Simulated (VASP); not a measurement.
# Re (Ia-3) in VASP: a series of runs, part 2 of 2

VASP 6.6.1.

## 3. Single point, PBE

This run uses another cell than the first one, of 20.22 Å³/atom.

The input, INCAR:

```
SYSTEM = Re
PREC = Accurate
ENCUT = 560
EDIFF = 1E-6
ISMEAR = 0
SIGMA = 0.1
LREAL = .FALSE.
LASPH = .TRUE.
NELM = 120
ALGO = Normal
ISIF = 2
LWAVE = .FALSE.
LCHARG = .TRUE.
GGA = PE
LELF = .TRUE.
LVHAR = .TRUE.
NBANDS = 70
GGA_COMPAT = .FALSE.
```

The input, KPOINTS:

```
regular mesh
0
G
  8 8 8
  0 0 0
```

The input, POSCAR:

```
Re
1.0
   -3.4326599649      3.4326599649      3.4326599649
    3.4326599649     -3.4326599649      3.4326599649
    3.4326599649      3.4326599649     -3.4326599649
Re
8
Direct
    0.2006447442      0.2006447442      0.2006447442
    0.5000000000      0.0000000000      0.2993552558
    0.2993552558      0.5000000000      0.0000000000
    0.0000000000      0.2993552558      0.5000000000
    0.7993552558      0.7993552558      0.7993552558
    0.5000000000      0.0000000000      0.7006447442
    0.7006447442      0.5000000000      0.0000000000
    0.0000000000      0.7006447442      0.5000000000
```

Potentials or basis: VASP PAW PBE potentials, release 64 (Re_sv_GW).

Command:

```console
$ cat potpaw_PBE.64/Re_sv_GW/POTCAR > POTCAR
$ mpirun -np 1 vasp_std > vasp.out
```

OUTCAR:

```text
SYSTEM = Re
   PREC = Accurate
   ENCUT = 560
   EDIFF = 1E-6
   ISMEAR = 0
   LREAL = .FALSE.
   LASPH = .TRUE.
   NELM = 120
   ISIF = 2
   GGA = PE

 ion  position               nearest neighbor table
   1  0.201  0.201  0.201-   5 2.39   3 2.47   4 2.47   2 2.47
   2  0.500  0.000  0.299-   6 2.39   4 2.47   1 2.47   3 2.47
   3  0.299  0.500  0.000-   7 2.39   2 2.47   1 2.47   4 2.47
   4  0.000  0.299  0.500-   8 2.39   3 2.47   1 2.47   2 2.47
   5  0.799  0.799  0.799-   1 2.39   6 2.47   7 2.47   8 2.47
   6  0.500  0.000  0.701-   2 2.39   5 2.47   7 2.47   8 2.47
   7  0.701  0.500  0.000-   3 2.39   5 2.47   8 2.47   6 2.47
[... 1967 lines left out ...]
  Total       -1.0692810     -1.0692810     -1.0692810      0.0000000      0.0000000      0.0000000
  in kB      -10.5888819    -10.5888819    -10.5888819      0.0000000      0.0000000      0.0000000
  external PRESSURE =     -10.5888819 kB  Pullay stress =       0.0000000 kB

 VOLUME and BASIS-vectors are now :
 -----------------------------------------------------------------------------
  energy-cutoff  :      560.00
  volume of cell :      161.79
      direct lattice vectors                 reciprocal lattice vectors
    -3.432659965  3.432659965  3.432659965     0.000000000  0.145659636  0.145659636
     3.432659965 -3.432659965  3.432659965     0.145659636  0.000000000  0.145659636
     3.432659965  3.432659965 -3.432659965     0.145659636  0.145659636  0.000000000

 POSITION                                       TOTAL-FORCE (eV/Angst)
 -----------------------------------------------------------------------------------
      0.68875      0.68875      0.68875         0.004362      0.004362      0.004362
     -0.68875      2.74391      0.68875        -0.004362     -0.004362      0.004362
      0.68875     -0.68875      2.74391         0.004362     -0.004362     -0.004362
      2.74391      0.68875     -0.68875        -0.004362      0.004362     -0.004362
      2.74391      2.74391      2.74391        -0.004362     -0.004362     -0.004362
      0.68875      4.12141     -0.68875         0.004362      0.004362     -0.004362
     -0.68875      0.68875      4.12141        -0.004362      0.004362      0.004362
      4.12141     -0.68875      0.68875         0.004362     -0.004362      0.004362
 -----------------------------------------------------------------------------------
    total drift:                                0.000000      0.000000     -0.000000

  FREE ENERGIE OF THE ION-ELECTRON SYSTEM (eV)
  ---------------------------------------------------
  free  energy   TOTEN  =      -101.4143214022 eV

  energy  without entropy=     -101.3800276560  energy(sigma->0) =     -101.39717453
```

OSZICAR:

```text
N       E                     dE             d eps       ncg     rms          rms(c)
DAV:   1     0.147930439586E+04    0.14793E+04   -0.84483E+04  5412   0.184E+03
DAV:   2     0.656628198554E+01   -0.14727E+04   -0.14425E+04  5850   0.527E+02
DAV:   3    -0.103795657288E+03   -0.11036E+03   -0.10775E+03  6648   0.126E+02
DAV:   4    -0.107289811171E+03   -0.34942E+01   -0.34441E+01  6304   0.215E+01
DAV:   5    -0.107386756362E+03   -0.96945E-01   -0.96237E-01  6474   0.312E+00    0.362E+02
DAV:   6    -0.101984818154E+03    0.54019E+01   -0.12543E+01  5370   0.133E+01    0.184E+02
DAV:   7    -0.101513350115E+03    0.47147E+00   -0.62384E+00  5840   0.879E+00    0.924E+00
DAV:   8    -0.101410925202E+03    0.10242E+00   -0.77514E-01  5376   0.341E+00    0.405E+00
DAV:   9    -0.101413999017E+03   -0.30738E-02   -0.29441E-02  6568   0.630E-01    0.537E-01
DAV:  10    -0.101414273210E+03   -0.27419E-03   -0.11820E-03  5892   0.162E-01    0.562E-01
DAV:  11    -0.101414320301E+03   -0.47092E-04   -0.10969E-04  6568   0.455E-02    0.427E-02
DAV:  12    -0.101414321346E+03   -0.10452E-05   -0.72470E-06  4960   0.133E-02    0.642E-02
DAV:  13    -0.101414321402E+03   -0.55814E-07   -0.99686E-07  3632   0.492E-03
   1 F= -.10141432E+03 E0= -.10139717E+03  d E =-.342937E-01
```

stdout:

```text
POSCAR found type information on POSCAR Re
 POSCAR found :  1 types and       8 ions
 scaLAPACK will be used
 LDA part: xc-table for (Slater+PW92), standard interpolation
 POSCAR, INCAR and KPOINTS ok, starting setup
 FFT: planning ... GRIDC
 FFT: planning ... GRID_SOFT
 FFT: planning ... GRID
 WAVECAR not read
 entering main loop
```

It took 7.9 min on 1 thread of Intel Xeon Platinum 8488C (Sapphire Rapids), shared host; peak memory 0.51 GiB.

Results:

```
Free energy            : -101.4143 eV
Pressure               : -1.1 GPa
Largest force          : 0.008 eV/Å
Band gap on the k mesh : zero (bands 60 and 61 overlap by 1.29 eV)
```

Forces in eV/Å, atoms in the order of the input:
```
Re   0.004  0.004  0.004
Re  -0.004 -0.004  0.004
Re   0.004 -0.004 -0.004
Re  -0.004  0.004 -0.004
Re  -0.004 -0.004 -0.004
Re   0.004  0.004 -0.004
Re  -0.004  0.004  0.004
Re   0.004 -0.004  0.004
```

Caveat: spin-orbit coupling is left out, which moves the levels of the heavy elements.
